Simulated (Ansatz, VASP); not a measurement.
# TiO: VASP beside Ansatz

```xyz
6
Lattice="4.9891 0.0000 0.0000 -2.4945 4.3207 0.0000 0.0000 0.0000 2.8733" Properties=species:S:1:pos:R:3 pbc="T T T"
Ti    2.4945    1.4402    1.4367
Ti    0.0000    2.8805    1.4367
Ti    0.0000    0.0000    0.0000
O     1.5106    2.6164    0.0000
O     1.9679    0.0000    0.0000
O    -0.9839    1.7043    0.0000
```

Alike in both runs: task single point; functional PBEsol; k mesh 6 × 6 × 6; occupations gaussian, width 0.05 eV; no spin polarisation.

|  | VASP | Ansatz |
| --- | --- | --- |
| version | VASP 6.6.1 | Ansatz 0.2.0 |
| potentials or method | VASP PAW PBE potentials, release 64 (Ti_sv, O), cutoff 520 eV | scalar-relativistic, plane waves, PAW |
| valence electrons in the cell | 54 | 54 |

```csv
,VASP,Ansatz,Ansatz less VASP
gap on the k mesh at the Fermi level (eV),none,none,-
pressure (GPa),-5.0,-5.8,-0.73
"traceless stress, the component that is largest in VASP (GPa)",-0.75,-0.70,+0.048
rms of the force components (eV/Å),0.002,0.007,+0.0047
```

VASP's potentials were made for PBE, not for PBEsol. Atom by atom the forces differ by 0.005 eV/Å (rms over components). A gap of «none» marks a metal or a gap that the smearing closes. With one functional, cell and mesh, what is left measures potentials, basis and numerics.

The k mesh is coarse, so the values compare programs but aren't converged.
